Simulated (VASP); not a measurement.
# Cu: single point with PBE

Crystal: Cu.

```
Cu
1.0
    -1.44279    1.44279    1.37608
     1.44279   -1.44279    1.37608
     1.44279    1.44279   -1.37608
Cu
1
Direct
  0.00000 0.00000 0.00000
```

| Quantity | Value |
| --- | --- |
| Program | VASP 6.6.1 |
| Task | single point |
| Functional | PBE |
| Potentials or basis | VASP PAW PBE potentials, release 64 (Cu_sv_GW) |
| Cutoff | 820 eV |
| k mesh | 10 × 10 × 10 |
| Occupations | gaussian, width 0.01 eV |
| Spin | no spin polarisation |

| Quantity | Value |
| --- | --- |
| Pressure | 6.3 GPa |
| Band gap on the k mesh | zero (an odd number of electrons rules out a gap without spin polarisation) |

Stress tensor (GPa, compression positive):
```
6.47 0.00 0.00
0.00 6.47 0.00
0.00 0.00 5.88
```

Levels at points of the mesh, in eV from the Fermi level:
| k point | band 7 | band 8 | band 9 | band 10 | band 11 | band 12 | band 13 | band 14 |
| --- | --- | --- | --- | --- | --- | --- | --- | --- |
| (0.00, 0.00, 0.00) | -3.14 | -3.14 | -2.26 | -2.05 | 24.87 | 24.87 | 26.12 | 28.86 |
| (0.50, 0.00, 0.00) | -2.17 | -1.94 | -1.36 | -0.60 | 4.67 | 17.31 | 17.42 | 21.32 |
| (0.50, 0.50, 0.00) | -2.33 | -2.08 | -1.39 | -0.97 | 4.14 | 18.56 | 18.85 | 22.48 |
| (0.50, 0.50, 0.50) | -1.56 | -1.56 | -1.51 | 7.67 | 7.67 | 9.52 | 13.34 | 13.97 |

It took 61 s on 1 thread of AMD EPYC 7571, on a shared host, peak memory 0.15 GiB.

Caveat: the cell stands under pressure.
